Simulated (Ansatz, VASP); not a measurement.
# LiCl: VASP beside Ansatz

INCAR

```
SYSTEM = LiCl
ALGO     = Normal         ! electronic algorithm
EDIFF    = 1E-6           ! SCF threshold, eV
ENCUT    = 750            ! plane-wave cutoff, eV
GGA      = CA             ! functional
GGA_COMPAT= .False.      
ISIF     = 2              ! what is computed and relaxed
ISMEAR   = 0              ! smearing method
LASPH    = .True.         ! aspherical terms in the spheres
LCHARG   = .False.        ! write CHGCAR
LREAL    = .False.        ! projectors in reciprocal space
LWAVE    = .False.        ! write WAVECAR
NBANDS   = 12             ! bands
NELM     = 120            ! most SCF steps
PREC     = Accurate       ! precision mode
SIGMA    = 0.01           ! smearing width, eV
```

The input KPOINTS:

```
k-points
0
Gamma
  6 6 6
  0 0 0
```

POSCAR

```
LiCl
1.0
    0.0000000000      2.5859674076      2.5859674076
    2.5859674076      0.0000000000      2.5859674076
    2.5859674076      2.5859674076      0.0000000000
Li Cl
1 1
Direct
    0.0000000000      0.0000000000      0.0000000000
    0.5000000000      0.5000000000      0.5000000000
```

Input for Ansatz:

```yaml
crystal:
  lattice:
    - [0.0, 2.585967407554569, 2.585967407554569]
    - [2.585967407554569, 0.0, 2.585967407554569]
    - [2.585967407554569, 2.585967407554569, 0.0]
  atoms:
    - { symbol: Li, position: [0.0, 0.0, 0.0] }
    - { symbol: Cl, position: [0.5, 0.5, 0.5] }
basis:
  ecutwfc: 510.0
kpoints:
  mp_grid:
    grid: [6, 6, 6]
hamiltonian:
  xc: lda
scf:
  convergence:
    dr2_threshold: 1.0e-09
  occupations:
    method: fixed
output:
  stress: true
```

Alike in both runs: task single point; functional LDA; k mesh 6 × 6 × 6; no spin polarisation.

```csv
,VASP,Ansatz
version,VASP 6.6.1,Ansatz 0.2.0
potentials or method,"VASP PAW LDA potentials, release 64 (Li_sv, Cl), cutoff 750 eV","plane waves, PAW"
occupations,"gaussian, width 0.01 eV",fixed
valence electrons in the cell,10,10
```

|  | VASP | Ansatz | Ansatz less VASP |
| --- | --- | --- | --- |
| pressure (GPa) | -3.9 | -3.8 | +0.06 |

LDA's correlation is that of Perdew and Zunger in VASP and of Perdew and Wang (1992) in Ansatz. Ansatz's warnings: stress scf threshold loose.
